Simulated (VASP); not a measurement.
# Pd (Pm-3m) in VASP: a series of runs, part 2 of 2

VASP 6.6.1.

## (4) Relaxation of cell and atoms, PBE, target pressure 350 GPa, at which the enthalpy is minimised

This run uses another cell than the first one, of 9.31 Å³/atom.

File INCAR:

```
ALGO     = Normal         # electronic algorithm
EDIFF    = 1E-6           # SCF threshold, eV
EDIFFG   = -0.005         # ionic threshold
ENCUT    = 600            # plane-wave cutoff, eV
GGA      = PE             # functional
IBRION   = 2              # ionic algorithm
ISIF     = 3              # what is computed and relaxed
ISMEAR   = -1             # smearing method
LASPH    = True           # aspherical terms in the spheres
LCHARG   = False          # write CHGCAR
LREAL    = False          # projectors in reciprocal space
LWAVE    = False          # write WAVECAR
NELM     = 80             # most SCF steps
NSW      = 60             # ionic steps
PREC     = Accurate       # precision mode
PSTRESS  = 3500.0       
SIGMA    = 0.05           # smearing width, eV
```

File KPOINTS:

```
k-points
0
Gamma
  18 18 18
```

File POSCAR:

```
Pd
1.0
    2.1034702214      0.0000000000      0.0000000000
    0.0000000000      2.1034702214      0.0000000000
    0.0000000000      0.0000000000      2.1034702214
Pd
1
Direct
    0.0000000000      0.0000000000      0.0000000000
```

Potentials or basis: VASP PAW PBE potentials, release 64 (Pd).

Run with:

```
> cat potpaw_PBE.64/Pd/POTCAR > POTCAR
> mpirun -np 1 vasp_std > vasp.out
```

OUTCAR:

```text
EDIFF = 1E-6
   EDIFFG = -0.005
   ENCUT = 600
   GGA = PE
   IBRION = 2
   ISIF = 3
   ISMEAR = -1
   LASPH = True
   LREAL = False
   NELM = 80
   NSW = 60
   PREC = Accurate
   PSTRESS = 3500.0

 ion  position               nearest neighbor table
   1  0.000  0.000  0.000-

  LATTYP: Found a simple cubic cell.
 ALAT       =     2.1034702214

  Lattice vectors:

 A1 = (   2.1034702214,   0.0000000000,   0.0000000000)
 A2 = (   0.0000000000,   2.1034702214,   0.0000000000)
 A3 = (   0.0000000000,   0.0000000000,   2.1034702214)

Analysis of symmetry for initial positions (statically):
=====================================================================
 Subroutine PRICEL returns:
 Original cell was already a primitive cell.

 Routine SETGRP: Setting up the symmetry group for a
 simple cubic supercell.

[... 568 lines left out ...]

  enthalpy is  TOTEN    =        21.3853619996 eV   P V=       21.5030461349

[... ionic steps 4 to 11 ...]

--------------------------------------- Ionic step       12  -------------------------------------------

 number of electron       9.9999996 magnetization

------------------------ aborting loop because EDIFF is reached ----------------------------------------
[... 69 lines left out ...]
--------------------------------------- Ionic step       14  -------------------------------------------

 number of electron       9.9999996 magnetization

 Free energy of the ion-electron system (eV)
  ---------------------------------------------------
  ext. energy  EPLUGINS =         0.00000000
  ---------------------------------------------------
  free energy    TOTEN  =         0.15922392 eV

  energy without entropy =        0.16495850  energy(sigma->0) =        0.16209121

 E-fermi :  19.3651     XC(G=0): -15.8043

 val. band max:       19.3505978753   @ k =   0.5000   0.1111   0.0556
 cond. band min:      19.3827962520   @ k =   0.3333   0.1111   0.0000
 fundamental gap:      0.0321983767
 Fermi energy:        19.3650941477

 k-point     1 :       0.0000    0.0000    0.0000
  band No.  band energies     occupation
      1       8.3067      2.00000
      2       8.6132      2.00000
      3       8.6132      2.00000
      4      19.6239      0.01125
      5      19.6239      0.01125
      6      19.6239      0.01125
      7      39.9443      0.00000
      8      39.9443      0.00000
      9      39.9443      0.00000
[... 308 lines left out ...]
  energy  without entropy=        0.1649585035  energy(sigma->0) =        0.16209121

  enthalpy is  TOTEN    =        21.3777910598 eV   P V=       21.2185671366

 reached required accuracy - stopping structural energy minimisation
```

OSZICAR:

```text
N       E                     dE             d eps       ncg     rms          rms(c)
DAV:   1     0.502442781169E+02    0.50244E+02   -0.62418E+03  3960   0.126E+03
DAV:   2     0.104632176213E+01   -0.49198E+02   -0.47753E+02  4253   0.225E+02
DAV:   3     0.750996788012E+00   -0.29532E+00   -0.29504E+00  5407   0.216E+01
DAV:   4     0.750468584970E+00   -0.52820E-03   -0.52817E-03  4933   0.711E-01
[... 78 lines left out ...]
  13 F= 0.21377791E+02 E0= 0.21380659E+02  d E =-.186396E-05
       N       E                     dE             d eps       ncg     rms          rms(c)
DAV:   1     0.159222393008E+00   -0.27094E-02   -0.26425E-05  4055   0.666E-02    0.167E-02
DAV:   2     0.159223654105E+00    0.12611E-05   -0.25858E-06  2303   0.183E-02    0.745E-03
DAV:   3     0.159223923211E+00    0.26911E-06   -0.36359E-07  2353   0.634E-03
  14 F= 0.21377791E+02 E0= 0.21380658E+02  d E =-.228870E-05
```

CONTCAR:

```text
Pd
   1.00000000000000
     2.1336320696444804    0.0000000000000000    0.0000000000000000
     0.0000000000000000    2.1336320696444790    0.0000000000000000
    -0.0000000000000000   -0.0000000000000000    2.1336320696444826
  Pd
     1
Direct
     0.0000000000000000    0.0000000000000000    1.0000000000000000

  0.00000000E+00  0.00000000E+00  0.00000000E+00
```

It took 58 s on 1 thread of AMD EPYC 9R14 (Zen 4), shared host; peak memory 0.12 GiB.

What came out:

- Free energy: 0.1592 eV
- Relaxed volume: 9.71 Å³/atom
- Relaxed cell: a = 2.134 Å, b = 2.134 Å, c = 2.134 Å, α = 90.00°, β = 90.00°, γ = 90.00°
- Space group after relaxing (to 0.1 Å): Pm-3m (No. 221)
- Energy change on relaxing (the run minimises the enthalpy): -966.4 meV/atom
- Ionic steps: 14
- Pressure after relaxing: 350.0 GPa
- Band gap on the k mesh: zero (bands 5 and 6 overlap by 5.08 eV)

The path:
```
step  energy change (eV)  largest force (eV/Å)  pressure (GPa)  volume (Å³)
   1              0.0000                0.0000          414.40         9.31
   2             -5.6565                0.0000           27.42        15.31
   3             -1.2433                0.0000          331.62         9.84
   4             -0.9753                0.0000          349.45         9.72
   5             -0.9571                0.0000          350.63         9.71
   6             -0.9581                0.0000          350.60         9.71
   7             -0.9611                0.0000          350.37         9.71
   8             -0.9611                0.0000          350.38         9.71
   9             -0.9612                0.0000          350.37         9.71
  10             -0.9613                0.0000          350.36         9.71
  11             -0.9617                0.0000          350.34         9.71
  12             -0.9624                0.0000          350.31         9.71
  13             -0.9637                0.0000          350.24         9.71
  14             -0.9664                0.0000          350.01         9.71
```

Final structure:
```yaml
crystal:
  lattice:
    - [2.13363, 0.00000, 0.00000]
    - [0.00000, 2.13363, 0.00000]
    - [0.00000, 0.00000, 2.13363]
  atoms:
    - { symbol: Pd, position: [0.00000, 0.00000, 0.00000] }
```

Caveat: the cell is relaxed towards a set pressure, so the run minimises the enthalpy, not the energy.

## (5) Relaxation of cell and atoms, PBE, target pressure 350 GPa, at which the enthalpy is minimised

File INCAR:

```
SYSTEM = Pd
ALGO     = Normal         ! electronic algorithm
EDIFF    = 1E-6           ! SCF threshold, eV
EDIFFG   = -0.005         ! ionic threshold
ENCUT    = 600            ! plane-wave cutoff, eV
GGA      = PE             ! functional
IBRION   = 2              ! ionic algorithm
ISIF     = 3              ! what is computed and relaxed
ISMEAR   = -1             ! smearing method
LASPH    = .True.         ! aspherical terms in the spheres
LCHARG   = .False.        ! write CHGCAR
LREAL    = .False.        ! projectors in reciprocal space
LWAVE    = .False.        ! write WAVECAR
NELM     = 80             ! most SCF steps
NSW      = 32             ! ionic steps
PREC     = Accurate       ! precision mode
PSTRESS  = 3500.0       
SIGMA    = 0.05           ! smearing width, eV
```

File KPOINTS:

```
k-points
0
Gamma
  18 18 18
  0 0 0
```

File POSCAR:

```
Pd
1.0
    2.1392571685      0.0000000000      0.0000000000
    0.0000000000      2.1392571685      0.0000000000
    0.0000000000      0.0000000000      2.1392571685
Pd
1
Direct
    0.0000000000      0.0000000000      0.0000000000
```

Potentials or basis: VASP PAW PBE potentials, release 64 (Pd).

Run with:

```
> cat potpaw_PBE.64/Pd/POTCAR > POTCAR
> mpirun -np 1 vasp_std > vasp.out
```

OUTCAR:

```text
SYSTEM = Pd
   EDIFF = 1E-6
   EDIFFG = -0.005
   ENCUT = 600
   GGA = PE
   IBRION = 2
   ISIF = 3
   ISMEAR = -1
   LASPH = .True.
   LREAL = .False.
   NELM = 80
   NSW = 32
   PREC = Accurate
   PSTRESS = 3500.0

 ion  position               nearest neighbor table
   1  0.000  0.000  0.000-

  LATTYP: Found a simple cubic cell.
 ALAT       =     2.1392571685

  Lattice vectors:

 A1 = (   2.1392571685,   0.0000000000,   0.0000000000)
 A2 = (   0.0000000000,   2.1392571685,   0.0000000000)
 A3 = (   0.0000000000,   0.0000000000,   2.1392571685)

Analysis of symmetry for initial positions (statically):
=====================================================================
 Subroutine PRICEL returns:
 Original cell was already a primitive cell.

 Routine SETGRP: Setting up the symmetry group for a
 simple cubic supercell.

 Subroutine GETGRP returns: Found 48 space group operations
 (whereof 48 operations were pure point group operations)
 out of a pool of 48 trial point group operations.

The static configuration has the point symmetry O_h .

Analysis of symmetry for dynamics (positions and initial velocities):
=====================================================================
 Subroutine PRICEL returns:
 Original cell was already a primitive cell.

 Routine SETGRP: Setting up the symmetry group for a
 simple cubic supercell.

 Subroutine GETGRP returns: Found 48 space group operations
 (whereof 48 operations were pure point group operations)
 out of a pool of 48 trial point group operations.

The dynamic configuration has the point symmetry O_h .

 Subroutine INISYM returns: Found 48 space group operations
 (whereof 48 operations are pure point group operations),
 and found     1 'primitive' translations

----------------------------------------------------------------------------------------

                                     Primitive cell

  volume of cell :       9.7901
[... 115 lines left out ...]
   IVDW    =     0    specifies the selected vdW correction
   LEPSILON=     F    determine dielectric tensor
   LRPA    =     F    only Hartree local field effects (RPA)
 conjugate gradient relaxation of ions
 non-spin polarized calculation
  energy-cutoff  :      600.00
  volume of cell :        9.79
 maximum number of plane-waves:       341
 NGX is ok and might be reduce to    18
   NGX =  9   NGY =  9   NGZ =  9

--------------------------------------- Ionic step        1  -------------------------------------------

 number of electron      10.0000000 magnetization

 number of electron       9.9999996 magnetization

 Free energy of the ion-electron system (eV)
  ---------------------------------------------------
  ext. energy  EPLUGINS =         0.00000000
  ---------------------------------------------------
  free energy    TOTEN  =        -0.00699893 eV

  energy without entropy =       -0.00116877  energy(sigma->0) =       -0.00408385

------------------------ aborting loop because EDIFF is reached ----------------------------------------

  FORCE on cell =-STRESS in cart. coord.  units (eV):
  Direction    XX          YY          ZZ          XY          YZ          ZX
  --------------------------------------------------------------------------------------
  -------------------------------------------------------------------------------------
  Total       20.7174388     20.7174388     20.7174388      0.0000000      0.0000000     -0.0000000
  in kB     3390.4524648   3390.4524648   3390.4524648      0.0000000      0.0000000     -0.0000000
  external PRESSURE =    -109.5475352 kB  Pullay stress =    3500.0000000 kB
[... 98 lines left out ...]
--------------------------------------- Ionic step        4  -------------------------------------------

 number of electron       9.9999996 magnetization

 Free energy of the ion-electron system (eV)
  ---------------------------------------------------
  ext. energy  EPLUGINS =         0.00000000
  ---------------------------------------------------
  free energy    TOTEN  =         0.15754507 eV

  energy without entropy =        0.16327913  energy(sigma->0) =        0.16041210

 E-fermi :  19.3633     XC(G=0): -15.8040

 val. band max:       19.3488901167   @ k =   0.5000   0.1111   0.0556
 cond. band min:      19.3810577096   @ k =   0.3333   0.1111   0.0000
 fundamental gap:      0.0321675929
 Fermi energy:        19.3633015022

 k-point     1 :       0.0000    0.0000    0.0000
  band No.  band energies     occupation
      1       8.3053      2.00000
      2       8.6122      2.00000
      3       8.6122      2.00000
      4      19.6221      0.01124
      5      19.6221      0.01124
      6      19.6221      0.01124
      7      39.9421      0.00000
      8      39.9421      0.00000
      9      39.9421      0.00000
[... 265 lines left out ...]
 k-point    24 :       0.3333    0.1111    0.0000
  band No.  band energies     occupation
      1       9.8453      2.00000
      2      11.0059      2.00000
      3      13.7123      2.00000
      4      16.3134      2.00000
      5      17.2661      2.00000
      6      19.3811      0.82428
      7      30.8632      0.00000
      8      39.5538      0.00000
      9      42.9360      0.00000

 [... further k-points ...]
[... 5 lines left out ...]
  --------------------------------------------------------------------------------------
  -------------------------------------------------------------------------------------
  Total       21.2203504     21.2203504     21.2203504      0.0000000      0.0000000     -0.0000000
  in kB     3500.1178712   3500.1178712   3500.1178712      0.0000000      0.0000000     -0.0000000
  external PRESSURE =       0.1178712 kB  Pullay stress =    3500.0000000 kB
[... 20 lines left out ...]
  energy  without entropy=        0.1632791322  energy(sigma->0) =        0.16041210

  enthalpy is  TOTEN    =        21.3771808529 eV   P V=       21.2196357801

 reached required accuracy - stopping structural energy minimisation
```

Run time: 29 s. Hardware: 1 thread of AMD EPYC 9R14 (Zen 4), shared host; peak memory 0.11 GiB.

What came out:

| Quantity | Value |
| --- | --- |
| Free energy | 0.1575 eV |
| Relaxed volume | 9.71 Å³/atom |
| Relaxed cell | a = 2.134 Å, b = 2.134 Å, c = 2.134 Å, α = 90.00°, β = 90.00°, γ = 90.00° |
| Space group after relaxing (to 0.1 Å) | Pm-3m (No. 221) |
| Energy change on relaxing (the run minimises the enthalpy) | +164.5 meV/atom |
| Ionic steps | 4 |
| Pressure after relaxing | 350.0 GPa |
| Band gap on the k mesh | zero (bands 5 and 6 overlap by 5.08 eV) |

The path:
```tsv
step	energy change (eV)	largest force (eV/Å)	pressure (GPa)	volume (Å³)
1	0.0000	0.0000	339.05	9.79
2	2.3662	0.0000	497.25	8.87
3	0.1563	0.0000	349.42	9.72
4	0.1645	0.0000	350.01	9.71
```

Final structure:
```
CELL_PARAMETERS angstrom
2.13367 0.00000 0.00000
0.00000 2.13367 0.00000
0.00000 0.00000 2.13367
ATOMIC_POSITIONS crystal
Pd 0.00000 0.00000 0.00000
```

Levels at points of the mesh, in eV from the Fermi level:
| k point | band 3 | band 4 | band 5 | band 6 | band 7 | band 8 |
| --- | --- | --- | --- | --- | --- | --- |
| (0.00, 0.00, 0.00) | -10.75 | 0.26 | 0.26 | 0.26 | 20.58 | 20.58 |
| (0.50, 0.00, 0.00) | -4.03 | -4.03 | -1.89 | 0.69 | 9.72 | 17.99 |
| (0.50, 0.50, 0.00) | -3.17 | -3.17 | 3.25 | 6.76 | 6.76 | 16.71 |
| (0.50, 0.50, 0.50) | -9.90 | 3.54 | 3.54 | 8.15 | 17.72 | 17.72 |

Caveat: the cell is relaxed towards a set pressure, so the run minimises the enthalpy, not the energy.

## (6) The runs side by side

```csv
task,cell,cutoff (eV),gap on the mesh (eV),pressure (GPa)
single point,"a = 2.139 Å, 1 atom",520,none,339.1
single point,"a = 2.140 Å, 1 atom",520,none,338.6
relaxation of cell and atoms,"relaxed to 350 GPa from a = 2.103 Å, 1 atom",600,none,350.0
relaxation of cell and atoms,"relaxed to 350 GPa from a = 2.139 Å, 1 atom",600,none,350.0
```

Alike in all rows: level PBE; potentials or basis VASP PAW PBE potentials, release 64 (Pd); no spin polarisation; k mesh 18 × 18 × 18; smearing fermi-dirac 0.05 eV.

Caveats: the cell stands under pressure (at least some runs); the cell is relaxed towards a set pressure, so the run minimises the enthalpy, not the energy (at least some runs).

Absolute energies hang on the potentials; compare differences alone.
